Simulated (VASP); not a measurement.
Set up this calculation in VASP 6.6.1, as the native input.

| Quantity | Value |
| --- | --- |
| Task | relaxation of cell and atoms |
| Functional | PBE |
| Potentials or basis | VASP PAW PBE potentials, release 64 (Sn_d, Se) |
| Cutoff | 600 eV |
| k mesh | 9 × 9 × 5 |
| Occupations | fermi-dirac, width 0.05 eV |
| Spin | no spin polarisation |
| Target pressure | 4.1 GPa |
| Dipole correction | no |
| Further INCAR settings | ALGO = Normal; EDIFF = 1e-06; IBRION = 2; EDIFFG = -0.005; NSW = 60; ISIF = 3 |

The structure of SnSe (wurtzite type) lies in POSCAR:

```
SnSe
1.0
    4.4128459572      0.0000000000      0.0000000000
   -2.2064229786      3.8216367019      0.0000000000
    0.0000000000      0.0000000000      7.1929389102
Sn Se
2 2
Direct
    0.3333333333      0.6666666667      0.0000000000
    0.6666666667      0.3333333333      0.5000000000
    0.3333333333      0.6666666667      0.3760000000
    0.6666666667      0.3333333333      0.8760000000
```

One way to write it, as run:

INCAR

```
  PREC = Accurate
  ENCUT = 600
  EDIFF = 1E-6
  ISMEAR = -1
  SIGMA = 0.05
  LREAL = False
  LASPH = True
  NELM = 100
  ALGO = Normal
  ISIF = 3
  LWAVE = False
  LCHARG = False
  GGA = PE
  IBRION = 2
  NSW = 60
  EDIFFG = -0.005
  PSTRESS = 41.0
```

KPOINTS

```
regular mesh
0
Gamma
  9 9 5
```

Potentials or basis: VASP PAW PBE potentials, release 64 (Sn_d, Se).

Command:

```bash
$ cat potpaw_PBE.64/Sn_d/POTCAR potpaw_PBE.64/Se/POTCAR > POTCAR
$ mpirun -np 1 vasp_std > vasp.out
```

It gave:

- Relaxed volume: 31.45 Å³/atom
- Relaxed cell: a = 4.954 Å, b = 4.954 Å, c = 5.920 Å, α = 90.00°, β = 90.00°, γ = 120.00°
- Space group after relaxing (to 0.1 Å): P6_3/mmc (No. 194)
- Energy change on relaxing (the run minimises the enthalpy): -284.0 meV/atom
- Ionic steps: 52
- Pressure after relaxing: 4.1 GPa
- Largest force after relaxing: 0.004 eV/Å
- Band gap on the k mesh: 0.75 eV (least direct gap 1.09 eV)

Caveat: the cell is relaxed towards a set pressure, so the run minimises the enthalpy, not the energy; a cell axis changed by over 15 % at a fixed basis, so the end point is rough; spin-orbit coupling is left out, which moves the levels of the heavy elements; an odd mesh through Γ misses points on the zone boundary, where band edges can lie.

It took 45 min on 1 thread of Intel(R) Xeon(R) Platinum 8259CL CPU @ 2.50GHz (Skylake/Cascade Lake), with other jobs on the host, peak memory 0.35 GiB.
